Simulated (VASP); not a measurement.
Here is a VASP 6.6.1 calculation.

Contents of INCAR:

```
SYSTEM = Ru
PREC = Accurate
ENCUT = 520
EDIFF = 1E-6
ISMEAR = -1
SIGMA = 0.05
LREAL = .FALSE.
LASPH = .TRUE.
NELM = 150
ALGO = Normal
ISIF = 2
LWAVE = .FALSE.
LCHARG = .FALSE.
ISPIN = 2
MAGMOM = 1 1 1 1
LORBIT = 11
LMAXMIX = 4
GGA = PE
NBANDS = 40
```

The input KPOINTS:

```
regular mesh
0
G
  18 18 5
  0 0 0
```

POSCAR

```
Ru
1.0
    2.7801213631      0.0000000000      0.0000000000
   -1.3900606815      2.4076557260      0.0000000000
    0.0000000000      0.0000000000      8.9218683476
Ru
4
Direct
    1.0000000000      0.0000000000      0.0000000000
    1.0000000000      0.0000000000      0.5000000000
    0.3333333333      0.6666666667      0.2500000000
    0.6666666667      0.3333333333      0.7500000000
```

Potentials or basis: VASP PAW PBE potentials, release 64 (Ru_pv).

Command:

```bash
$ cat potpaw_PBE.64/Ru_pv/POTCAR > POTCAR
$ mpirun -np 1 vasp_std > vasp.out
```

(1) Estimate the band gap on the k mesh.

(2) What does it give for the net moment?

(3) Predict the pressure.

Results:

(1) zero (filled and empty bands overlap).

(2) 0.00 μB per cell.

(3) -19.8 GPa.

Caveat: the cell stands under tension.
